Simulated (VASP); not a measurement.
Wanted: the native input for a VASP 6.6.1 run.

```yaml
Task: single point
Functional: PBEsol
Potentials_or_basis: VASP PAW PBE potentials, release 64 (Co, Al)
Cutoff: 520 eV
k_mesh: 8 × 8 × 8
Occupations: fermi-dirac, width 0.05 eV
Spin: collinear spin, ferromagnetic start
Starting_moments: "[2.0, 2.0, 2.0, 0.0] μB"
Dipole_correction: no
Further_INCAR_settings: ALGO = Normal; EDIFF = 1e-07; NBANDS = 27
```

The structure of AlCo3 lies in POSCAR:

```
AlCo3
1.0
    3.5266319691      0.0000000000      0.0000000000
    0.0000000000      3.5266319691      0.0000000000
    0.0000000000      0.0000000000      3.5266319691
Co Al
3 1
Direct
    0.0000000000      0.5000000000      0.5000000000
    0.5000000000      0.0000000000      0.5000000000
    0.5000000000      0.5000000000      0.0000000000
    0.0000000000      0.0000000000      0.0000000000
```

These files were run (other wordings do the same):

INCAR

```
PREC = Accurate ; ENCUT = 520
EDIFF = 1E-7 ; ISMEAR = -1
SIGMA = 0.05 ; LREAL = F
LASPH = T ; NELM = 150
ALGO = Normal ; ISIF = 2
LWAVE = F ; LCHARG = T
ISPIN = 2 ; MAGMOM = 2 2 2 0
LORBIT = 11 ; LMAXMIX = 4
GGA = PS ; LELF = T
LVHAR = T ; NBANDS = 27
```

KPOINTS

```
regular mesh
0
Gamma
  8 8 8
```

Potentials or basis: VASP PAW PBE potentials, release 64 (Co, Al).

Run with:

```bash
$ cat potpaw_PBE.64/Co/POTCAR potpaw_PBE.64/Al/POTCAR > POTCAR
$ mpirun -np 1 vasp_std > vasp.out
```

Results of the run:

The pressure is 0.2 GPa, the net moment is 3.77 μB per cell and the site moments are Co +1.29; Al -0.04 μB. The valence electrons inside the program's atomic spheres are Co 8.38; Al 0.84.

Caveat: the PAW data sets were made with another functional, which shifts forces and pressure a little.

Run time: 51 s on 1 thread of AMD EPYC 9R45 96-Core Processor (Zen 5), with other jobs on the host, peak memory 0.18 GiB.
